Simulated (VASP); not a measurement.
## SnO2: single point with LDA

Crystal: SnO2.

```
Sn O
1.0
     4.72013    0.00000    0.00000
     0.00000    4.72063    0.00000
     0.00000    0.00000    3.18882
Sn O
2 4
Cartesian
  2.3498 2.3485 1.5944
  0.0103 -0.0118 0.0000
  1.2162 1.6794 0.0000
  3.6520 0.7687 1.5944
  1.1438 4.0397 1.5944
  3.4282 3.1291 0.0000
```

This cell differs from its parent crystal: mode 4 frozen in at -0.269 Å and mode 7 at -0.058 Å (largest displacements).

| Item | Value |
| --- | --- |
| Program | VASP 6.6.1 |
| Task | single point |
| Functional | LDA |
| Potentials or basis | VASP PAW LDA potentials, release 64 (Sn_d, O) |
| Cutoff | 520 eV |
| k mesh | 6 × 6 × 8 |
| Occupations | gaussian, width 0.05 eV |
| Spin | no spin polarisation |
| Dipole correction | no |
| Further INCAR settings | ALGO = Normal; EDIFF = 1e-07; NBANDS = 35 |

```yaml
Pressure: -2.3 GPa
Largest_force: 0.491 eV/Å
Band_gap_on_the_k_mesh: 1.46 eV, indirect (least direct gap 1.54 eV)
```

Forces on the atoms (eV/Å):
```
Sn   0.043  0.265  0.000
Sn  -0.043  0.266  0.000
O    0.430 -0.236  0.000
O    0.270 -0.030  0.000
O   -0.430 -0.235  0.000
O   -0.269 -0.030  0.000
```

Stress tensor (GPa, compression positive):
```
-3.54  0.00  0.00
 0.00 -1.21  0.00
 0.00  0.00 -2.18
```

Levels at points of the mesh, in eV from the valence-band top:
| k point | band 23 | band 24 | band 25 | band 26 | band 27 | band 28 | band 29 | band 30 |
| --- | --- | --- | --- | --- | --- | --- | --- | --- |
| (0.00, 0.00, 0.00) | -0.81 | -0.44 | -0.29 | -0.08 | 1.46 | 5.91 | 6.37 | 6.61 |
| (0.50, 0.00, 0.00) | -0.96 | -0.87 | -0.09 | -0.05 | 4.06 | 4.22 | 6.40 | 6.53 |
| (0.00, 0.50, 0.00) | -0.90 | -0.90 | -0.45 | -0.45 | 4.62 | 4.62 | 7.70 | 7.70 |
| (0.50, 0.50, 0.00) | -1.08 | -1.08 | -0.46 | -0.46 | 4.91 | 4.91 | 7.36 | 7.36 |
| (0.00, 0.00, 0.50) | -1.48 | -1.48 | -0.68 | -0.68 | 5.99 | 5.99 | 9.49 | 9.49 |
| (0.50, 0.00, 0.50) | -0.74 | -0.74 | -0.59 | -0.59 | 6.35 | 6.35 | 8.21 | 8.21 |
| (0.00, 0.50, 0.50) | -1.01 | -1.01 | -0.28 | -0.28 | 6.09 | 6.09 | 7.68 | 7.68 |
| (0.50, 0.50, 0.50) | -0.78 | -0.78 | -0.37 | -0.37 | 4.82 | 4.82 | 8.91 | 8.91 |

Wall time 2.8 min on 1 thread of Intel Xeon 6975P-C, on a shared host, peak memory 0.29 GiB.

Caveat: the cell differs from its parent crystal (mode 4 frozen in at -0.269 Å and mode 7 at -0.058 Å (largest displacements)); spin-orbit coupling is left out, which moves the levels of the heavy elements. A k mesh can miss the band edges.
